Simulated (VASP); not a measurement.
ZrTiN2, 4 atoms in the cell. It takes space group P4/mmm (No. 123, tetragonal). Conventional cell: a = 3.159 Å, b = 3.159 Å, c = 4.460 Å, α = 90.00°, β = 90.00°, γ = 90.00°. Within 2.9 Å of Zr (site symmetry 4/mmm) lie 6 N at 2.23 Å. Ti (site symmetry 4/mmm) has 6 N at 2.23 Å within 2.9 Å. N (site symmetry 4/mmm) has 2 Zr at 2.23 Å and 4 Ti at 2.23 Å within 2.9 Å. N (site symmetry 4/mmm) has 2 Ti at 2.23 Å and 4 Zr at 2.23 Å within 2.9 Å. 

| Property | Result |
| --- | --- |
| Program | VASP 6.6.1 |
| Task | single point |
| Functional | PBEsol |
| Potentials or basis | VASP PAW PBE potentials, release 64 (Zr_sv, Ti_sv, N) |
| Cutoff | 520 eV |
| k mesh | 7 × 7 × 5 |
| Occupations | methfessel-paxton, width 0.3 eV |
| Spin | no spin polarisation |
| Dipole correction | no |
| Further INCAR settings | ALGO = Normal; EDIFF = 1e-07; NBANDS = 25 |

Potentials or basis: VASP PAW PBE potentials, release 64 (Zr_sv, Ti_sv, N).

Launch:

```sh
$ cat potpaw_PBE.64/Zr_sv/POTCAR potpaw_PBE.64/Ti_sv/POTCAR potpaw_PBE.64/N/POTCAR > POTCAR
$ mpirun -np 1 vasp_std > vasp.out
```

Hardware: 1 thread of Intel Xeon 8259CL, with other jobs on the host.

Question: How long does it take, and how much memory?

Answer: Run time: 48 s on 1 thread of Intel Xeon 8259CL, on a shared host, peak memory 0.14 GiB. Counts: scf iterations 17, k points 30.
